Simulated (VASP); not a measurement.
Cs, 1 atom in the cell. Symmetry: Pm-3m, No. 221, cubic system. The conventional cell has a = 4.106 Å, b = 4.106 Å, c = 4.106 Å, α = 90.00°, β = 90.00°, γ = 90.00°. Within 5.4 Å of Cs (site symmetry m-3m) lie 6 Cs at 4.11 Å. This isn't the form of Cs at room conditions, which is bcc.

```yaml
Program: VASP 6.6.1
Task: single point
Functional: PBE
Potentials_or_basis: VASP PAW PBE potentials, release 64 (Cs_sv)
Cutoff: 520 eV
k_mesh: 8 × 8 × 8
Occupations: fermi-dirac, width 0.08 eV
Spin: no spin polarisation
Dipole_correction: no
Further_INCAR_settings: ALGO = Normal; EDIFF = 1e-07; NBANDS = 10
```

Potentials or basis: VASP PAW PBE potentials, release 64 (Cs_sv).

Command:

```bash
$ cat potpaw_PBE.64/Cs_sv/POTCAR > POTCAR
$ mpirun -np 1 vasp_std > vasp.out
```

Hardware: 1 thread of Intel(R) Xeon(R) Platinum 8259CL CPU @ 2.50GHz (Skylake/Cascade Lake), on a shared host.

Question: Estimate the wall time of this run.

Answer: Run time: 17 s on 1 thread of Intel(R) Xeon(R) Platinum 8259CL CPU @ 2.50GHz (Skylake/Cascade Lake) (shared host), peak memory 0.18 GiB. Counts: scf iterations 13, k points 35.
